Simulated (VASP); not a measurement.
# HfN (Fm-3m) in VASP: further runs

The runs below take HfN through single point, with LDA.

Program: VASP 6.6.1. These are calculated values, not measurements. Logs are shortened: lines on timing, memory, paths and dates and some standing lists are left out, and cuts for length are marked.

## 1. The cell of the first run

Symmetry: Fm-3m, No. 225, cubic system. The conventional cell has a = 4.512 Å, b = 4.512 Å, c = 4.512 Å, α = 90.00°, β = 90.00°, γ = 90.00°. Hf (site symmetry m-3m) has 6 N at 2.26 Å within 3.0 Å. N (site symmetry m-3m) has 6 Hf at 2.26 Å within 3.0 Å.

## 2. Single point, LDA

Input file INCAR:

```
  PREC = Accurate
  ENCUT = 520
  EDIFF = 1E-6
  ISMEAR = -1
  SIGMA = 0.1
  LREAL = False
  LASPH = True
  NELM = 100
  ALGO = Normal
  ISIF = 2
  LWAVE = False
  LCHARG = True
  LELF = True
  LVHAR = True
  NBANDS = 14
```

Input file KPOINTS:

```
Automatic mesh
0
Gamma
  11 11 11
```

Input file POSCAR:

```
HfN
1.0
    0.0000000000      2.2560000000      2.2560000000
    2.2560000000      0.0000000000      2.2560000000
    2.2560000000      2.2560000000      0.0000000000
Hf N
1 1
Direct
    0.0000000000      0.0000000000      0.0000000000
    0.5000000000      0.5000000000      0.5000000000
```

Potentials or basis: VASP PAW LDA potentials, release 64 (Hf_pv, N).

On the command line:

```
> cat potpaw_LDA.64/Hf_pv/POTCAR potpaw_LDA.64/N/POTCAR > POTCAR
> mpirun -np 1 vasp_std > vasp.out
```

OUTCAR:

```text
PREC = Accurate
   ENCUT = 520
   EDIFF = 1E-6
   ISMEAR = -1
   LREAL = False
   LASPH = True
   NELM = 100
   ISIF = 2

 ion  position               nearest neighbor table
   1  0.000  0.000  0.000-   2 2.26   2 2.26   2 2.26   2 2.26   2 2.26   2 2.26
   2  0.500  0.500  0.500-   1 2.26   1 2.26   1 2.26   1 2.26   1 2.26   1 2.26

  LATTYP: Found a face centered cubic cell.
 ALAT       =     4.5120000000

  Lattice vectors:

 A1 = (   0.0000000000,   2.2560000000,   2.2560000000)
 A2 = (   2.2560000000,   0.0000000000,   2.2560000000)
 A3 = (   2.2560000000,   2.2560000000,   0.0000000000)

Analysis of symmetry for initial positions (statically):
=====================================================================
 Subroutine PRICEL returns:
 Original cell was already a primitive cell.

 Routine SETGRP: Setting up the symmetry group for a
 face centered cubic supercell.

 Subroutine GETGRP returns: Found 48 space group operations
 (whereof 48 operations were pure point group operations)
 out of a pool of 48 trial point group operations.

The static configuration has the point symmetry O_h .

Analysis of symmetry for dynamics (positions and initial velocities):
=====================================================================
 Subroutine PRICEL returns:
 Original cell was already a primitive cell.

 Routine SETGRP: Setting up the symmetry group for a
 face centered cubic supercell.

 Subroutine GETGRP returns: Found 48 space group operations
 (whereof 48 operations were pure point group operations)
 out of a pool of 48 trial point group operations.

The dynamic configuration has the point symmetry O_h .

 Subroutine INISYM returns: Found 48 space group operations
 (whereof 48 operations are pure point group operations),
 and found     1 'primitive' translations

----------------------------------------------------------------------------------------

                                     Primitive cell

  volume of cell :      22.9640

  direct lattice vectors                    reciprocal lattice vectors
     0.000000000  2.256000000  2.256000000    -0.221631206  0.221631206  0.221631206
     2.256000000  0.000000000  2.256000000     0.221631206 -0.221631206  0.221631206
     2.256000000  2.256000000  0.000000000     0.221631206  0.221631206 -0.221631206

  length of vectors
     3.190465797  3.190465797  3.190465797     0.383876509  0.383876509  0.383876509

  position of ions in fractional coordinates (direct lattice)
     0.000000000  0.000000000  0.000000000
     0.500000000  0.500000000  0.500000000

  ion indices of the primitive-cell ions
   primitive index   ion index
                 1           1
                 2           2

----------------------------------------------------------------------------------------

 KPOINTS: Automatic mesh

Automatic generation of k-mesh.
 Grid dimensions read from file:
 generate k-points for:   11   11   11

 Generating k-lattice:

  Cartesian coordinates                     Fractional coordinates (reciprocal lattice)
    -0.020148291  0.020148291  0.020148291     0.090909091  0.000000000  0.000000000
     0.020148291 -0.020148291  0.020148291     0.000000000  0.090909091  0.000000000
     0.020148291  0.020148291 -0.020148291     0.000000000  0.000000000  0.090909091

  Length of vectors
     0.034897864  0.034897864  0.034897864

  Shift w.r.t. Gamma in fractional coordinates (k-lattice)
     0.000000000  0.000000000  0.000000000

 Subroutine IBZKPT returns following result:
 ===========================================

 Found     56 irreducible k-points:

 Following reciprocal coordinates:
            Coordinates               Weight
  0.000000  0.000000  0.000000      1.000000
  0.090909  0.000000  0.000000      8.000000
  0.181818  0.000000  0.000000      8.000000
  0.272727  0.000000  0.000000      8.000000
  0.363636  0.000000  0.000000      8.000000
  0.454545  0.000000  0.000000      8.000000
[... 16 lines left out ...]
 -0.272727  0.181818  0.000000     24.000000
 -0.181818  0.181818  0.000000     12.000000
 [... further k-points ...]
   k-points           NKPTS =     56   k-points in BZ     NKDIM =     56   number of bands    NBANDS=     14
   number of dos      NEDOS =    301   number of ions     NIONS =      2
   total plane-waves  NPLWV =  13824
   dimension x,y,z NGX =    24 NGY =   24 NGZ =   24
   dimension x,y,z NGXF=    48 NGYF=   48 NGZF=   48
   ions per type =               1   1
   NGX,Y,Z   is equivalent  to a cutoff of  12.51, 12.51, 12.51 a.u.
   NGXF,Y,Z  is equivalent  to a cutoff of  25.01, 25.01, 25.01 a.u.
 SYSTEM =  unknown system
   PREC   = accura    normal or accurate (medium, high low for compatibility)
   ISTART =      0    job   : 0-new  1-cont  2-samecut
   ICHARG =      2    charge: 1-file 2-atom 10-const
   ISPIN  =      1    spin polarized calculation?
   LNONCOLLINEAR =      F non collinear calculations
   LSORBIT =      F    spin-orbit coupling
   LASPH  =      T    aspherical Exc in radial PAW
   ENCUT  =  520.0 eV  38.22 Ry    6.18 a.u.   5.93  5.93  5.93*2*pi/ulx,y,z
   NELM   =    100;   NELMIN=  2; NELMDL= -5     # of ELM steps
   EDIFF  = 0.1E-05   stopping-criterion for ELM
   LREAL  =      F    real-space projection
   EDIFFG = 0.1E-04   stopping-criterion for IOM
   NSW    =      0    number of steps for IOM
   IBRION =     -1    ionic relax: 0-MD 1-quasi-New 2-CG
   NFREE  =      0    steps in history (QN), initial steepest desc. (CG)
   ISIF   =      2    stress and relaxation
   ISYM   =      2    0-nonsym 1-usesym 2-fastsym
   POTIM  = 0.5000    time-step for ionic-motion
   TEBEG  =    0.0;   TEEND  =   0.0 temperature during run
   PSTRESS=    0.0 pullay stress
   NELECT =      15.0000    total number of electrons
   NUPDOWN=      -1.0000    fix difference up-down
   EMIN   =  10.00;   EMAX   =-10.00  energy-range for DOS
   EFERMI =   0.00;   METHOD = LEGACY
   ISMEAR =    -1;   SIGMA  =   0.10  broadening in eV -4-tet -1-fermi 0-gaus
   EFERMI_NEDOS =   21; number of points for ismear=-14 and -15
   IALGO  =     38    algorithm
   IMIX   =      4    mixing-type and parameters
     AMIX     =   0.40;   BMIX     =  1.00
     AMIX_MAG =   1.60;   BMIX_MAG =  1.00
  volume/ion in A,a.u.               =      11.48        77.48
  Fermi-wavevector in a.u.,A,eV,Ry     =   1.420440  2.684242 27.451783  2.017649
  Thomas-Fermi vector in A             =   2.541355
   LORBIT       =      0    0 simple, 1 ext, 2 COOP (PROOUT), +10 PAW based schemes
   GGA     = CA    functional components
   LHFCALC =     F    Hartree Fock is set to
   AEXX    =    0.0000 exact exchange contribution
   IVDW    =     0    specifies the selected vdW correction
   LEPSILON=     F    determine dielectric tensor
   LRPA    =     F    only Hartree local field effects (RPA)
 non-spin polarized calculation
  energy-cutoff  :      520.00
  volume of cell :       22.96
 maximum number of plane-waves:       628
   NGX = 11   NGY = 11   NGZ = 11

 number of electron      14.9999998 magnetization

 Free energy of the ion-electron system (eV)
  ---------------------------------------------------
  ext. energy  EPLUGINS =         0.00000000
  ---------------------------------------------------
  free energy    TOTEN  =       -23.85311245 eV

  energy without entropy =      -23.83048682  energy(sigma->0) =      -23.84179964

 E-fermi :   8.1834     XC(G=0): -13.0004

 val. band max:        8.1675266138   @ k =   0.4545   0.1818   0.0000
 cond. band min:       8.2015156828   @ k =  -0.0909   0.0909   0.0000
 fundamental gap:      0.0339890690
 Fermi energy:         8.1833828345

 k-point     1 :       0.0000    0.0000    0.0000
  band No.  band energies     occupation
      1     -22.6911      2.00000
      2     -22.6911      2.00000
      3     -22.6911      2.00000
      4      -9.0252      2.00000
      5       5.2762      2.00000
      6       5.2762      2.00000
      7       5.2762      2.00000
      8       7.8362      1.93973
      9       7.8362      1.93973
     10       7.8362      1.93973
     11      10.1467      0.00000
     12      10.1467      0.00000
     13      10.2566      0.00000
     14      17.8902      0.00000

 k-point     2 :       0.0909    0.0000    0.0000
  band No.  band energies     occupation
      1     -22.7780      2.00000
      2     -22.6983      2.00000
      3     -22.6983      2.00000
      4      -8.8296      2.00000
      5       4.4906      2.00000
      6       4.7995      2.00000
      7       4.7995      2.00000
      8       8.0534      1.57167
      9       8.1127      1.33936
     10       8.1127      1.33936
     11      10.7802      0.00000
     12      10.7802      0.00000
     13      10.8275      0.00000
     14      18.5276      0.00000

 k-point     3 :       0.1818    0.0000    0.0000
  band No.  band energies     occupation
      1     -23.0035      2.00000
      2     -22.7176      2.00000
      3     -22.7176      2.00000
      4      -8.2936      2.00000
      5       2.9948      2.00000
      6       3.8865      2.00000
      7       3.8865      2.00000
      8       8.4046      0.19732
      9       8.8054      0.00397
     10       8.8054      0.00397
     11      12.0833      0.00000
     12      12.2497      0.00000
     13      12.2497      0.00000
     14      19.5918      0.00000
[... 324 lines left out ...]
 k-point    23 :      -0.2727    0.1818    0.0000
  band No.  band energies     occupation
      1     -23.4070      2.00000
      2     -22.9728      2.00000
      3     -22.7616      2.00000
      4      -6.9612      2.00000
      5       0.5869      2.00000
      6       2.3878      2.00000
      7       3.0233      2.00000
      8       9.6355      0.00000
      9      10.1095      0.00000
     10      11.7834      0.00000
     11      12.6197      0.00000
     12      15.5426      0.00000
     13      16.6809      0.00000
     14      19.5653      0.00000

 k-point    24 :      -0.1818    0.1818    0.0000
  band No.  band energies     occupation
      1     -23.2515      2.00000
      2     -22.8979      2.00000
      3     -22.7271      2.00000
      4      -7.4539      2.00000
      5       1.2993      2.00000
      6       2.7176      2.00000
      7       3.4913      2.00000
      8       9.0901      0.00023
      9       9.2585      0.00004
     10      11.3108      0.00000
     11      11.5135      0.00000
     12      14.5107      0.00000
     13      15.4223      0.00000
     14      19.5864      0.00000

 [... further k-points ...]

------------------------ aborting loop because EDIFF is reached ----------------------------------------

  FORCE on cell =-STRESS in cart. coord.  units (eV):
  Direction    XX          YY          ZZ          XY          YZ          ZX
  --------------------------------------------------------------------------------------
  -------------------------------------------------------------------------------------
  Total       -1.3527472     -1.3527472     -1.3527472      0.0000000      0.0000000     -0.0000000
  in kB      -94.3799923    -94.3799923    -94.3799923      0.0000000      0.0000000     -0.0000000
  external PRESSURE =     -94.3799923 kB  Pullay stress =       0.0000000 kB

 VOLUME and BASIS-vectors are now :
 -----------------------------------------------------------------------------
  energy-cutoff  :      520.00
  volume of cell :       22.96
      direct lattice vectors                 reciprocal lattice vectors
     0.000000000  2.256000000  2.256000000    -0.221631206  0.221631206  0.221631206
     2.256000000  0.000000000  2.256000000     0.221631206 -0.221631206  0.221631206
     2.256000000  2.256000000  0.000000000     0.221631206  0.221631206 -0.221631206

 POSITION                                       TOTAL-FORCE (eV/Angst)
 -----------------------------------------------------------------------------------
      0.00000      0.00000      0.00000         0.000000      0.000000     -0.000000
      2.25600      2.25600      2.25600         0.000000     -0.000000      0.000000
 -----------------------------------------------------------------------------------
    total drift:                                0.000000     -0.000000     -0.000000

  FREE ENERGIE OF THE ION-ELECTRON SYSTEM (eV)
  ---------------------------------------------------
  free  energy   TOTEN  =       -23.8531124494 eV

  energy  without entropy=      -23.8304868215  energy(sigma->0) =      -23.84179964
```

Run time: 5.5 s. Hardware: 1 thread of Intel Xeon 6975P-C (Granite Rapids), shared host; peak memory 0.14 GiB.

What came out:

```
Free energy : -23.8531 eV
Pressure    : -9.4 GPa
```

Caveat: spin-orbit coupling is left out, which moves the levels of the heavy elements.

## 3. Single point, LDA

This run uses another cell than the first one, of 11.83 Å³/atom, 1.030 times its volume.

Input file INCAR:

```
ALGO = Normal
EDIFF = 1E-6
ENCUT = 520
GGA = CA
ISIF = 2
ISMEAR = -1
LASPH = T
LCHARG = F
LREAL = F
LWAVE = F
NBANDS = 14
NELM = 100
PREC = Accurate
SIGMA = 0.1
```

Input file KPOINTS:

```
k-points
0
Gamma
  11 11 11
```

Input file POSCAR:

```
HfN
1.0
    0.0000000000      2.2783380864      2.2783380864
    2.2783380864      0.0000000000      2.2783380864
    2.2783380864      2.2783380864      0.0000000000
Hf N
1 1
Direct
    0.0000000000      0.0000000000      0.0000000000
    0.5000000000      0.5000000000      0.5000000000
```

Potentials or basis: VASP PAW LDA potentials, release 64 (Hf_pv, N).

On the command line:

```
> cat potpaw_LDA.64/Hf_pv/POTCAR potpaw_LDA.64/N/POTCAR > POTCAR
> mpirun -np 1 vasp_std > vasp.out
```

Run time: 5.1 s. Hardware: 1 thread of Intel Xeon 6975P-C (Granite Rapids), shared host; peak memory 0.14 GiB.

The run converged. Its results:

- Free energy: -23.7967 eV
- Pressure: -16.8 GPa

Levels at points of the mesh, in eV from the Fermi level:
| k point | band 5 | band 6 | band 7 | band 8 | band 9 | band 10 | band 11 | band 12 |
| --- | --- | --- | --- | --- | --- | --- | --- | --- |
| (0.00, 0.00, 0.00) | -2.87 | -2.87 | -2.87 | -0.33 | -0.33 | -0.33 | 1.79 | 1.89 |

Caveat: spin-orbit coupling is left out, which moves the levels of the heavy elements.

## 4. Single point, LDA

This run uses another cell than the first one, of 12.17 Å³/atom, 1.060 times its volume.

Input file INCAR:

```
ALGO = Normal
EDIFF = 1E-6
ENCUT = 520
GGA = CA
ISIF = 2
ISMEAR = -1
LASPH = True
LCHARG = False
LREAL = False
LWAVE = False
NBANDS = 14
NELM = 100
PREC = Accurate
SIGMA = 0.1
```

KPOINTS is that of step 3.

Input file POSCAR:

```
HfN
1.0
    0.0000000000      2.3002465274      2.3002465274
    2.3002465274      0.0000000000      2.3002465274
    2.3002465274      2.3002465274      0.0000000000
Hf N
1 1
Direct
    0.0000000000      0.0000000000      0.0000000000
    0.5000000000      0.5000000000      0.5000000000
```

Potentials or basis: VASP PAW LDA potentials, release 64 (Hf_pv, N).

On the command line:

```
> cat potpaw_LDA.64/Hf_pv/POTCAR potpaw_LDA.64/N/POTCAR > POTCAR
> mpirun -np 1 vasp_std > vasp.out
```

OUTCAR:

```text
EDIFF = 1E-6
   ENCUT = 520
   GGA = CA
   ISIF = 2
   ISMEAR = -1
   LASPH = True
   LREAL = False
   NELM = 100
   PREC = Accurate

 ion  position               nearest neighbor table
   1  0.000  0.000  0.000-   2 2.30   2 2.30   2 2.30   2 2.30   2 2.30   2 2.30
   2  0.500  0.500  0.500-   1 2.30   1 2.30   1 2.30   1 2.30   1 2.30   1 2.30

  LATTYP: Found a face centered cubic cell.
 ALAT       =     4.6004930548

  Lattice vectors:

 A1 = (   0.0000000000,   2.3002465274,   2.3002465274)
 A2 = (   2.3002465274,   0.0000000000,   2.3002465274)
 A3 = (   2.3002465274,   2.3002465274,   0.0000000000)

Analysis of symmetry for initial positions (statically):
=====================================================================
 Subroutine PRICEL returns:
 Original cell was already a primitive cell.

 Routine SETGRP: Setting up the symmetry group for a
 face centered cubic supercell.

 Subroutine GETGRP returns: Found 48 space group operations
 (whereof 48 operations were pure point group operations)
 out of a pool of 48 trial point group operations.

The static configuration has the point symmetry O_h .
[... 173 lines left out ...]
      5       4.8221      2.00000
      6       4.8221      2.00000
      7       4.8221      2.00000
      8       7.3409      1.91977
      9       7.3409      1.91977
     10       7.3409      1.91977
     11       9.1849      0.00000
     12       9.4801      0.00000
     13       9.4801      0.00000
     14      17.2325      0.00000
[... 377 lines left out ...]
      1     -23.8873      2.00000
      2     -23.6076      2.00000
      3     -23.4715      2.00000
      4      -7.8073      2.00000
      5       1.0156      2.00000
      6       2.4432      2.00000
      7       3.1194      2.00000
      8       8.5090      0.00040
      9       8.6695      0.00008
     10      10.4905      0.00000
     11      10.6659      0.00000
     12      13.4868      0.00000
     13      14.3595      0.00000
     14      18.7937      0.00000

 [... further k-points ...]

------------------------ aborting loop because EDIFF is reached ----------------------------------------

  FORCE on cell =-STRESS in cart. coord.  units (eV):
  Direction    XX          YY          ZZ          XY          YZ          ZX
  --------------------------------------------------------------------------------------
  -------------------------------------------------------------------------------------
  Total       -3.4997037     -3.4997037     -3.4997037      0.0000000      0.0000000     -0.0000000
  in kB     -230.3502635   -230.3502635   -230.3502635      0.0000000      0.0000000     -0.0000000
  external PRESSURE =    -230.3502635 kB  Pullay stress =       0.0000000 kB

 VOLUME and BASIS-vectors are now :
 -----------------------------------------------------------------------------
  energy-cutoff  :      520.00
  volume of cell :       24.34
      direct lattice vectors                 reciprocal lattice vectors
     0.000000000  2.300246527  2.300246527    -0.217368006  0.217368006  0.217368006
     2.300246527  0.000000000  2.300246527     0.217368006 -0.217368006  0.217368006
     2.300246527  2.300246527  0.000000000     0.217368006  0.217368006 -0.217368006

 POSITION                                       TOTAL-FORCE (eV/Angst)
 -----------------------------------------------------------------------------------
      0.00000      0.00000      0.00000         0.000000      0.000000      0.000000
      2.30025      2.30025      2.30025        -0.000000     -0.000000     -0.000000
 -----------------------------------------------------------------------------------
    total drift:                                0.000000     -0.000000     -0.000000

  FREE ENERGIE OF THE ION-ELECTRON SYSTEM (eV)
  ---------------------------------------------------
  free  energy   TOTEN  =       -23.7110799275 eV

  energy  without entropy=      -23.6871666836  energy(sigma->0) =      -23.69912331
```

It took 5.6 s on 1 thread of Intel Xeon 6975P-C (Granite Rapids), shared host; peak memory 0.14 GiB.

Results:

```
Free energy : -23.7111 eV
Pressure    : -23.0 GPa
```

Caveat: spin-orbit coupling is left out, which moves the levels of the heavy elements.

## 5. Summary

| cell | gap on the mesh (eV) | pressure (GPa) |
| --- | --- | --- |
| a = 3.190 Å, angles 60.0°, 2 atoms | none | -9.4 |
| a = 3.222 Å, angles 60.0°, 2 atoms | none | -16.8 |
| a = 3.253 Å, angles 60.0°, 2 atoms | none | -23.0 |

Alike in all rows: task single point; level LDA; potentials or basis VASP PAW LDA potentials, release 64 (Hf_pv, N); no spin polarisation; k mesh 11 × 11 × 11; cutoff (eV) 520; smearing fermi-dirac 0.1 eV.

Caveats: spin-orbit coupling is left out, which moves the levels of the heavy elements.

Total energies depend on the potentials used, so only differences within one code and one set of settings carry meaning.
